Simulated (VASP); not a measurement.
# Ti (P6_3/mmc) in VASP: a series of runs

The runs below take Ti through single point, with r2SCAN.

All numbers are computed with VASP 6.6.1; they aren't measurements. Logs are shortened: lines on timing, memory, paths and dates and some standing lists are left out, and cuts for length are marked.

**1. The cell of the first run**

The structure is hexagonal, space group P6_3/mmc (No. 194). The conventional cell has a = 3.019 Å, b = 3.019 Å, c = 4.386 Å, α = 90.00°, β = 90.00°, γ = 120.00°. Ti (site symmetry -6m2) has 12 Ti at 2.80 to 3.02 Å within 3.7 Å.

**2. Single point, r2SCAN**

The input, POSCAR:

```
Ti
1.0
    3.0185386297      0.0000000000      0.0000000000
   -1.5092693149      2.6141311356      0.0000000000
    0.0000000000      0.0000000000      4.3855094344
Ti
2
Direct
    0.3333333333      0.6666666667      0.2500000000
    0.6666666667      0.3333333333      0.7500000000
```

The input, INCAR.step1:

```
SYSTEM = Ti
ALGO = Normal ; EDIFF = 1E-4
ENCUT = 520 ; GGA = PE
ISMEAR = 0 ; LASPH = .True.
LCHARG = .False. ; LREAL = .False.
LWAVE = .True. ; NBANDS = 19
NELM = 60 ; PREC = Accurate
SIGMA = 0.15
```

The input, INCAR.step2:

```
SYSTEM = Ti
ALGO = Normal ; EDIFF = 1E-6
ENCUT = 520 ; ISIF = 2
ISMEAR = 0 ; ISTART = 1
LASPH = .True. ; LCHARG = .False.
LMIXTAU = .True. ; LREAL = .False.
LWAVE = .False. ; METAGGA = R2SCAN
NBANDS = 19 ; NELM = 60
PREC = Accurate ; SIGMA = 0.15
```

The input, KPOINTS:

```
k-points
0
Gamma
  24 24 14
  0 0 0
```

Potentials or basis: VASP PAW PBE potentials, release 64 (Ti_sv).

The run is started by

```
cat potpaw_PBE.64/Ti_sv/POTCAR > POTCAR
cp INCAR.step1 INCAR
mpirun -np 1 vasp_std > vasp.out
cp INCAR.step2 INCAR
mpirun -np 1 vasp_std > vasp.out
```

OUTCAR:

```text
SYSTEM = Ti
   EDIFF = 1E-6
   ENCUT = 520
   ISIF = 2
   ISMEAR = 0
   ISTART = 1
   LASPH = .True.
   LREAL = .False.
   METAGGA = R2SCAN
   NELM = 60
   PREC = Accurate

 ion  position               nearest neighbor table
   1  0.333  0.667  0.250-   2 2.80   2 2.80   2 2.80   2 2.80   2 2.80   2 2.80
   2  0.667  0.333  0.750-   1 2.80   1 2.80   1 2.80   1 2.80   1 2.80   1 2.80

  LATTYP: Found a hexagonal cell.
 ALAT       =     3.0185386297
 C/A-ratio  =     1.4528584764

  Lattice vectors:

 A1 = (   3.0185386297,   0.0000000000,   0.0000000000)
 A2 = (  -1.5092693149,   2.6141311356,   0.0000000000)
 A3 = (   0.0000000000,   0.0000000000,   4.3855094344)

Analysis of symmetry for initial positions (statically):
=====================================================================
 Subroutine PRICEL returns:
 Original cell was already a primitive cell.

 Routine SETGRP: Setting up the symmetry group for a
 hexagonal supercell.

 Subroutine GETGRP returns: Found 24 space group operations
 (whereof 12 operations were pure point group operations)
 out of a pool of 24 trial point group operations.

The static configuration has the point symmetry D_3d.
 The point group associated with its full space group is D_6h.

Analysis of symmetry for dynamics (positions and initial velocities):
=====================================================================
 Subroutine PRICEL returns:
 Original cell was already a primitive cell.

 Routine SETGRP: Setting up the symmetry group for a
 hexagonal supercell.

 Subroutine GETGRP returns: Found 24 space group operations
 (whereof 12 operations were pure point group operations)
 out of a pool of 24 trial point group operations.

The dynamic configuration has the point symmetry D_3d.
 The point group associated with its full space group is D_6h.

 Subroutine INISYM returns: Found 24 space group operations
 (whereof 12 operations are pure point group operations),
 and found     1 'primitive' translations

----------------------------------------------------------------------------------------

                                     Primitive cell

  volume of cell :      34.6054

  direct lattice vectors                    reciprocal lattice vectors
     3.018538630  0.000000000  0.000000000     0.331286136  0.191268140  0.000000000
    -1.509269315  2.614131136  0.000000000     0.000000000  0.382536280  0.000000000
[... 78 lines left out ...]
   ICHARG =      0    charge: 1-file 2-atom 10-const
   ISPIN  =      1    spin polarized calculation?
   LNONCOLLINEAR =      F non collinear calculations
   LSORBIT =      F    spin-orbit coupling
   LASPH  =      T    aspherical Exc in radial PAW
   ENCUT  =  520.0 eV  38.22 Ry    6.18 a.u.   5.61  5.61  8.15*2*pi/ulx,y,z
   NELM   =     60;   NELMIN=  2; NELMDL=  0     # of ELM steps
   EDIFF  = 0.1E-05   stopping-criterion for ELM
   LREAL  =      F    real-space projection
   EDIFFG = 0.1E-04   stopping-criterion for IOM
   NSW    =      0    number of steps for IOM
   IBRION =     -1    ionic relax: 0-MD 1-quasi-New 2-CG
   NFREE  =      0    steps in history (QN), initial steepest desc. (CG)
   ISIF   =      2    stress and relaxation
   ISYM   =      2    0-nonsym 1-usesym 2-fastsym
   POTIM  = 0.5000    time-step for ionic-motion
   TEBEG  =    0.0;   TEEND  =   0.0 temperature during run
   PSTRESS=    0.0 pullay stress
   NELECT =      24.0000    total number of electrons
   NUPDOWN=      -1.0000    fix difference up-down
   EMIN   =  10.00;   EMAX   =-10.00  energy-range for DOS
   EFERMI =   0.00;   METHOD = LEGACY
   ISMEAR =     0;   SIGMA  =   0.15  broadening in eV -4-tet -1-fermi 0-gaus
   EFERMI_NEDOS =   21; number of points for ismear=-14 and -15
   IALGO  =     38    algorithm
   IMIX   =      4    mixing-type and parameters
     AMIX     =   0.40;   BMIX     =  1.00
     AMIX_MAG =   1.60;   BMIX_MAG =  1.00
  volume/ion in A,a.u.               =      17.30       116.76
  Fermi-wavevector in a.u.,A,eV,Ry     =   1.449096  2.738395 28.570596  2.099880
  Thomas-Fermi vector in A             =   2.566862
   LORBIT       =      0    0 simple, 1 ext, 2 COOP (PROOUT), +10 PAW based schemes
   METAGGA = R2SCAN    functional components
   LHFCALC =     F    Hartree Fock is set to
   AEXX    =    0.0000 exact exchange contribution
   IVDW    =     0    specifies the selected vdW correction
   LEPSILON=     F    determine dielectric tensor
   LRPA    =     F    only Hartree local field effects (RPA)
 non-spin polarized calculation
 Gauss-broadening in eV      SIGMA  =   0.15
  energy-cutoff  :      520.00
  volume of cell :       34.61
 maximum number of plane-waves:       970
 NGX is ok and might be reduce to    24

 number of electron      24.0000005 magnetization

 Free energy of the ion-electron system (eV)
  ---------------------------------------------------
  ext. energy  EPLUGINS =         0.00000000
  ---------------------------------------------------
  free energy    TOTEN  =       -25.85084152 eV

  energy without entropy =      -25.83163307  energy(sigma->0) =      -25.84123730

 E-fermi :   8.4670     XC(G=0): -12.4097

 val. band max:        8.4650026799   @ k =   0.0833   0.0833   0.3571
 cond. band min:       8.4702765596   @ k =   0.3333   0.3333   0.2857
 fundamental gap:      0.0052738797
 Fermi energy:         8.4669573811

 k-point     1 :       0.0000    0.0000    0.0000
  band No.  band energies     occupation
      1     -50.8210      2.00000
      2     -50.6265      2.00000
      3     -26.4540      2.00000
      4     -25.7683      2.00000
      5     -25.7683      2.00000
      6     -25.6107      2.00000
[... 505 lines left out ...]
      6     -25.9083      2.00000
[... 11 lines left out ...]
     18      12.4393      0.00000
     19      12.8143      0.00000

 [... further k-points ...]
[... 5 lines left out ...]
  --------------------------------------------------------------------------------------
  -------------------------------------------------------------------------------------
  Total       -0.5881293     -0.5881293      1.4949418      0.0000000      0.0000000      0.0000000
  in kB      -27.2294749    -27.2294749     69.2134819      0.0000000      0.0000000      0.0000000
  external PRESSURE =       4.9181774 kB  Pullay stress =       0.0000000 kB

 VOLUME and BASIS-vectors are now :
 -----------------------------------------------------------------------------
  energy-cutoff  :      520.00
  volume of cell :       34.61
      direct lattice vectors                 reciprocal lattice vectors
     3.018538630  0.000000000  0.000000000     0.331286136  0.191268140  0.000000000
    -1.509269315  2.614131136  0.000000000     0.000000000  0.382536280  0.000000000
     0.000000000  0.000000000  4.385509434     0.000000000  0.000000000  0.228023680

 POSITION                                       TOTAL-FORCE (eV/Angst)
 -----------------------------------------------------------------------------------
     -0.00000      1.74275      1.09638        -0.000000     -0.000000      0.000000
      1.50927      0.87138      3.28913         0.000000      0.000000      0.000000
 -----------------------------------------------------------------------------------
    total drift:                               -0.000000      0.000000     -0.000000

  FREE ENERGIE OF THE ION-ELECTRON SYSTEM (eV)
  ---------------------------------------------------
  free  energy   TOTEN  =       -25.8508415248 eV

  energy  without entropy=      -25.8316330668  energy(sigma->0) =      -25.84123730
```

OSZICAR.step1:

```text
N       E                     dE             d eps       ncg     rms          rms(c)
DAV:   1     0.264630983555E+03    0.26463E+03   -0.13108E+04 18568   0.158E+03
DAV:   2     0.127089355220E+02   -0.25192E+03   -0.24775E+03 19044   0.441E+02
DAV:   3    -0.163741237718E+02   -0.29083E+02   -0.28741E+02 34654   0.124E+02
DAV:   4    -0.176203969768E+02   -0.12463E+01   -0.12439E+01 21380   0.265E+01
DAV:   5    -0.176798033250E+02   -0.59406E-01   -0.59395E-01 27631   0.415E+00    0.119E+01
DAV:   6    -0.156187215711E+02    0.20611E+01   -0.76806E+00 21627   0.275E+01    0.300E+00
DAV:   7    -0.156065398370E+02    0.12182E-01   -0.68097E-01 27897   0.601E+00    0.207E+00
DAV:   8    -0.156342012981E+02   -0.27661E-01   -0.20847E-01 20258   0.523E+00    0.751E-01
DAV:   9    -0.156256249962E+02    0.85763E-02   -0.46578E-02 20685   0.222E+00    0.685E-02
DAV:  10    -0.156260430521E+02   -0.41806E-03   -0.32705E-03 26585   0.340E-01    0.795E-02
DAV:  11    -0.156260796021E+02   -0.36550E-04   -0.13007E-04 14900   0.765E-02
   1 F= -.15626080E+02 E0= -.15613765E+02  d E =-.246284E-01
```

It took 5.9 min on 1 thread of Intel Xeon 6975P-C (Granite Rapids), shared host; peak memory 0.37 GiB.

What came out:

- Free energy: -25.8508 eV
- Pressure: 0.5 GPa
- Band gap on the k mesh: zero (band 12 reaches 9.31 eV, above the bottom of band 13 at 8.04 eV)

Levels at points of the mesh, in eV from the Fermi level:
```tsv
k point	band 8	band 9	band 10	band 11	band 12	band 13	band 14	band 15	band 16	band 17
(0.00, 0.00, 0.00)	-34.06	-6.64	-2.90	0.71	0.71	1.36	1.36	1.41	1.41	1.49
(0.50, 0.00, 0.00)	-34.11	-2.66	-2.41	-1.83	-1.18	0.17	1.02	1.62	3.22	3.58
(0.00, 0.00, 0.50)	-34.16	-4.48	-4.48	0.41	0.41	0.47	0.47	0.47	0.47	3.06
(0.50, 0.00, 0.50)	-34.21	-2.69	-2.69	-0.74	-0.74	1.20	1.20	1.62	1.62	3.45
```

Caveat: the PAW data sets were made with another functional, which shifts forces and pressure a little.

**3. Single point, r2SCAN**

This run uses another cell than the first one, of the same volume but with other edges.

The input, POSCAR:

```
Ti
1.0
    2.8439925353      0.0000000000      0.0000000000
   -1.4219962677      2.4629697838      0.0000000000
    0.0000000000      0.0000000000      4.9403375303
Ti
2
Direct
    0.3333333333      0.6666666667      0.2500000000
    0.6666666667      0.3333333333      0.7500000000
```

The input, INCAR.step1:

```
SYSTEM = Ti
PREC     = Accurate       ! precision mode
ENCUT    = 520            ! plane-wave cutoff, eV
ISMEAR   = 0              ! smearing method
SIGMA    = 0.15           ! smearing width, eV
LREAL    = .False.        ! projectors in reciprocal space
LASPH    = .True.         ! aspherical terms in the spheres
NELM     = 100            ! most SCF steps
NBANDS   = 19             ! bands
GGA      = PE             ! functional
ALGO     = Normal         ! electronic algorithm
EDIFF    = 1E-4           ! SCF threshold, eV
LWAVE    = .True.         ! write WAVECAR
LCHARG   = .False.        ! write CHGCAR
```

The input, INCAR.step2:

```
SYSTEM = Ti
PREC     = Accurate       ! precision mode
ENCUT    = 520            ! plane-wave cutoff, eV
EDIFF    = 1E-6           ! SCF threshold, eV
ISMEAR   = 0              ! smearing method
SIGMA    = 0.15           ! smearing width, eV
LREAL    = .False.        ! projectors in reciprocal space
LASPH    = .True.         ! aspherical terms in the spheres
NELM     = 100            ! most SCF steps
ALGO     = Normal         ! electronic algorithm
ISIF     = 2              ! what is computed and relaxed
LWAVE    = .False.        ! write WAVECAR
LCHARG   = .False.        ! write CHGCAR
METAGGA  = R2SCAN         ! meta-GGA
LMIXTAU  = .True.       
NBANDS   = 19             ! bands
ISTART   = 1
```

The input, KPOINTS:

```
regular mesh
0
Gamma
  24 24 14
  0 0 0
```

Potentials or basis: VASP PAW PBE potentials, release 64 (Ti_sv).

The run is started by

```
cat potpaw_PBE.64/Ti_sv/POTCAR > POTCAR
cp INCAR.step1 INCAR
mpirun -np 1 vasp_std > vasp.out
cp INCAR.step2 INCAR
mpirun -np 1 vasp_std > vasp.out
```

It took 6 min on 1 thread of Intel Xeon 6975P-C (Granite Rapids), shared host; peak memory 0.36 GiB.

It converged, with:

```yaml
Free_energy: -25.8289 eV
Pressure: 0.4 GPa
Band_gap_on_the_k_mesh: zero (band 12 reaches 8.82 eV, above the bottom of band 13 at 8.02 eV)
```

Stress tensor (GPa, compression positive):
```
 4.49  0.00  0.00
 0.00  4.49  0.00
 0.00  0.00 -7.65
```

Levels at points of the mesh, in eV from the Fermi level:
```
           k point  band 8  band 9  band 10  band 11  band 12  band 13  band 14  band 15  band 16  band 17
(0.00, 0.00, 0.00)  -33.92   -6.60    -2.93    -0.26     0.40     1.00     1.00     1.38     1.38     2.34
(0.50, 0.00, 0.00)  -34.04   -2.41    -2.24    -2.02    -0.43     0.37     0.95     1.13     3.70     3.92
(0.00, 0.00, 0.50)  -33.95   -4.88    -4.88    -0.30    -0.30     1.02     1.02     1.02     1.02     3.13
(0.50, 0.00, 0.50)  -34.10   -2.66    -2.66    -1.04    -1.04     1.40     1.40     2.22     2.22     3.95
```

Caveat: the PAW data sets were made with another functional, which shifts forces and pressure a little.

**4. Single point, r2SCAN**

This run uses another cell than the first one, of the same volume but with other edges.

The input, POSCAR:

```
Ti
1.0
    3.1624913882      0.0000000000      0.0000000000
   -1.5812456941      2.7387978814      0.0000000000
    0.0000000000      0.0000000000      3.9953499302
Ti
2
Direct
    0.3333333333      0.6666666667      0.2500000000
    0.6666666667      0.3333333333      0.7500000000
```

The input, INCAR.step1:

```
PREC     = Accurate       # precision mode
ENCUT    = 520            # plane-wave cutoff, eV
ISMEAR   = 0              # smearing method
SIGMA    = 0.15           # smearing width, eV
LREAL    = F              # projectors in reciprocal space
LASPH    = T              # aspherical terms in the spheres
NELM     = 80             # most SCF steps
NBANDS   = 19             # bands
GGA      = PE             # functional
ALGO     = Normal         # electronic algorithm
EDIFF    = 1E-4           # SCF threshold, eV
LWAVE    = T              # write WAVECAR
LCHARG   = F              # write CHGCAR
```

The input, INCAR.step2:

```
PREC     = Accurate       # precision mode
ENCUT    = 520            # plane-wave cutoff, eV
EDIFF    = 1E-6           # SCF threshold, eV
ISMEAR   = 0              # smearing method
SIGMA    = 0.15           # smearing width, eV
LREAL    = F              # projectors in reciprocal space
LASPH    = T              # aspherical terms in the spheres
NELM     = 80             # most SCF steps
ALGO     = Normal         # electronic algorithm
ISIF     = 2              # what is computed and relaxed
LWAVE    = F              # write WAVECAR
LCHARG   = T              # write CHGCAR
METAGGA  = R2SCAN         # meta-GGA
LMIXTAU  = T            
LELF     = T              # ELF
LVHAR    = T            
NBANDS   = 19             # bands
ISTART   = 1
```

The input, KPOINTS:

```
regular mesh
0
Gamma
  24 24 14
```

The run is started by

```
cat potpaw_PBE.64/Ti_sv/POTCAR > POTCAR
cp INCAR.step1 INCAR
mpirun -np 1 vasp_std > vasp.out
cp INCAR.step2 INCAR
mpirun -np 1 vasp_std > vasp.out
```

Wall time 6 min (1 thread of Intel Xeon 6975P-C (Granite Rapids), shared host); peak memory 0.35 GiB.

The run converged. Its results:

```
Free energy            : -25.5579 eV
Pressure               : 1.3 GPa
Band gap on the k mesh : zero (band 12 reaches 9.03 eV, above the bottom of band 13 at 8.11 eV)
```

Stress tensor (GPa, compression positive):
```
-4.84  0.00  0.00
 0.00 -4.84  0.00
 0.00  0.00 13.44
```

Levels at points of the mesh, in eV from the Fermi level:
| k point | band 9 | band 10 | band 11 | band 12 | band 13 | band 14 | band 15 | band 16 |
| --- | --- | --- | --- | --- | --- | --- | --- | --- |
| (0.00, 0.00, 0.00) | -6.43 | -2.83 | 0.59 | 0.59 | 0.90 | 0.90 | 1.57 | 1.57 |
| (0.50, 0.00, 0.00) | -2.67 | -2.47 | -1.46 | -1.32 | -0.20 | 1.76 | 2.38 | 2.82 |
| (0.00, 0.00, 0.50) | -3.91 | -3.91 | 0.03 | 0.03 | 0.03 | 0.03 | 1.27 | 1.27 |
| (0.50, 0.00, 0.50) | -2.42 | -2.42 | -0.31 | -0.31 | 1.32 | 1.32 | 1.52 | 1.52 |

Caveat: the PAW data sets were made with another functional, which shifts forces and pressure a little.

**5. The runs side by side**

| cell | gap on the mesh (eV) | pressure (GPa) |
| --- | --- | --- |
| a = 3.019, b = 3.019, c = 4.386 Å, angles 90.0, 90.0, 120.0°, 2 atoms | none | 0.5 |
| a = 2.844, b = 2.844, c = 4.940 Å, angles 90.0, 90.0, 120.0°, 2 atoms | none | 0.4 |
| a = 3.162, b = 3.162, c = 3.995 Å, angles 90.0, 90.0, 120.0°, 2 atoms | none | 1.3 |

Alike in all rows: task single point; level r2SCAN; potentials or basis VASP PAW PBE potentials, release 64 (Ti_sv); no spin polarisation; k mesh 24 × 24 × 14; cutoff (eV) 520; smearing gaussian 0.15 eV.

Caveats: the PAW data sets were made with another functional, which shifts forces and pressure a little.

Total energies depend on the potentials used, so only differences within one code and one set of settings carry meaning.
